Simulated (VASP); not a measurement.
# LiCl: single point with LDA

Crystal: LiCl.

```
Li Cl
1.0
     3.98376    0.00000    0.00000
    -1.99188    3.45003    0.00000
     0.00000    0.00000    6.35716
Li Cl
2 2
Direct
  0.66667 0.33333 0.87602
  0.33333 0.66667 0.37602
  0.66667 0.33333 0.49898
  0.33333 0.66667 0.99898
```

This cell differs from its parent crystal: strain +0.0150 x Voigt [1, 1, 0, 0, 0, 0].

| Quantity | Value |
| --- | --- |
| Program | VASP 6.6.1 |
| Task | single point |
| Functional | LDA |
| Potentials or basis | VASP PAW LDA potentials, release 64 (Li_sv, Cl) |
| Cutoff | 520 eV |
| k mesh | 9 × 9 × 4 |
| Occupations | gaussian, width 0.05 eV |
| Spin | no spin polarisation |

```json
{
  "Largest force": "0.041 eV/Å",
  "Band gap on the k mesh": "5.42 eV"
}
```

Forces on the atoms (eV/Å):
```
Li   0.000  0.000  0.041
Li   0.000  0.000  0.041
Cl   0.000  0.000 -0.041
Cl   0.000  0.000 -0.041
```

Levels at points of the mesh, in eV from the valence-band top:
```tsv
k point	band 8	band 9	band 10	band 11	band 12	band 13
(0.00, 0.00, 0.00)	-0.04	-0.04	0.00	5.42	7.71	9.60
(0.00, 0.00, 0.50)	-0.20	-0.20	-0.20	6.71	6.71	9.82
```

It took 25 s on 1 thread of Intel(R) Xeon(R) 6975P-C (Granite Rapids) (shared host), peak memory 0.18 GiB.

Caveat: the cell differs from its parent crystal (strain +0.0150 x Voigt [1, 1, 0, 0, 0, 0]); an odd mesh through Γ misses points on the zone boundary, where band edges can lie.
